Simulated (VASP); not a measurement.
## Y: single point with LDA

Y:

```
CELL_PARAMETERS angstrom
3.53018 0.00000 0.00000
-1.76509 3.05723 0.00000
0.00000 0.00000 5.53859
ATOMIC_POSITIONS crystal
Y 0.66667 0.33333 0.75000
Y 0.33333 0.66667 0.25000
```

```yaml
Program: VASP 6.6.1
Task: single point
Functional: LDA
Potentials_or_basis: VASP PAW LDA potentials, release 64 (Y_sv)
Cutoff: 520 eV
k_mesh: 8 × 8 × 5
Occupations: fermi-dirac, width 0.05 eV
Spin: no spin polarisation
```

```json
{
 "Pressure": "-0.1 GPa",
 "Band gap on the k mesh": "zero (bands 11 and 12 overlap by 1.67 eV)"
}
```

Levels at points of the mesh, in eV from the Fermi level:
| k point | band 8 | band 9 | band 10 | band 11 | band 12 | band 13 | band 14 | band 15 |
| --- | --- | --- | --- | --- | --- | --- | --- | --- |
| (0.00, 0.00, 0.00) | -21.92 | -4.80 | -2.01 | 1.30 | 1.79 | 1.79 | 2.13 | 2.47 |
| (0.50, 0.00, 0.00) | -22.04 | -1.70 | -1.37 | -0.95 | 0.14 | 1.49 | 1.56 | 2.25 |

Wall time 95 s on 1 thread of Oxide Virtual Turin-like Processor, on a shared host, peak memory 0.14 GiB.
